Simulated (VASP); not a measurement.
A run of VASP 6.6.1 is set up as follows.

POSCAR

```
ZnO
1.0
    3.2352733202      0.0000000000      0.0000000000
   -1.6176366601      2.8018288835      0.0000000000
    0.0000000000      0.0000000000      5.2109280156
Zn O
2 2
Direct
    0.3333333333      0.6666666667      0.0016817710
    0.6666666667      0.3333333333      0.5016817710
    0.3333333333      0.6666666667      0.3813182290
    0.6666666667      0.3333333333      0.8813182290
```

INCAR.step1

```
ALGO     = Normal         # electronic algorithm
EDIFF    = 1E-4           # SCF threshold, eV
ENCUT    = 520            # plane-wave cutoff, eV
GGA      = PE             # functional
ISMEAR   = 0              # smearing method
LASPH    = True           # aspherical terms in the spheres
LCHARG   = False          # write CHGCAR
LREAL    = False          # projectors in reciprocal space
LWAVE    = True           # write WAVECAR
NBANDS   = 26             # bands
NELM     = 80             # most SCF steps
PREC     = Accurate       # precision mode
SIGMA    = 0.02           # smearing width, eV
```

INCAR.step2

```
ALGO     = Normal         # electronic algorithm
EDIFF    = 1E-6           # SCF threshold, eV
ENCUT    = 520            # plane-wave cutoff, eV
ISIF     = 2              # what is computed and relaxed
ISMEAR   = 0              # smearing method
ISTART   = 1            
LASPH    = True           # aspherical terms in the spheres
LCHARG   = False          # write CHGCAR
LMIXTAU  = True         
LREAL    = False          # projectors in reciprocal space
LWAVE    = False          # write WAVECAR
METAGGA  = R2SCAN         # meta-GGA
NBANDS   = 26             # bands
NELM     = 80             # most SCF steps
PREC     = Accurate       # precision mode
SIGMA    = 0.02           # smearing width, eV
```

Contents of KPOINTS:

```
k-points
0
Gamma
  12 12 8
```

Potentials or basis: VASP PAW PBE potentials, release 64 (Zn, O).

The run is started by

```bash
$ cat potpaw_PBE.64/Zn/POTCAR potpaw_PBE.64/O/POTCAR > POTCAR
$ cp INCAR.step1 INCAR
$ mpirun -np 1 vasp_std > vasp.out
$ cp INCAR.step2 INCAR
$ mpirun -np 1 vasp_std > vasp.out
```

Question: What does it give for the pressure?

Answer: 1.0 GPa.

Question: What does it give for the band gap on the k mesh?

Answer: 1.24 eV.

Question: What does it give for the largest force?

Answer: 0.011 eV/Å.

Stress tensor (GPa, compression positive):
```
0.94 0.00 0.00
0.00 0.94 0.00
0.00 0.00 1.03
```

Caveat: the PAW data sets were made with another functional, which shifts forces and pressure a little.

**The experiment to reproduce.**

“Electronic structure of alkaline earth and post-transition metal oxides”, 2009, arxiv:0908.1581 quotes, for a bulk crystal of ZnO: band gap 3.37 eV.

Against the measured gap of ZnO, 3.37 eV (quoted in “Electronic structure of alkaline earth and post-transition metal oxides”, 2009, arxiv:0908.1581), the calculated 1.24 eV is off by -2.13 eV. So large a miss can be the level of theory's own, or it may mean another phase, state or a wrong row. The value is that of r2SCAN on a finite k mesh, which can miss the band edges, without temperature or zero-point motion.
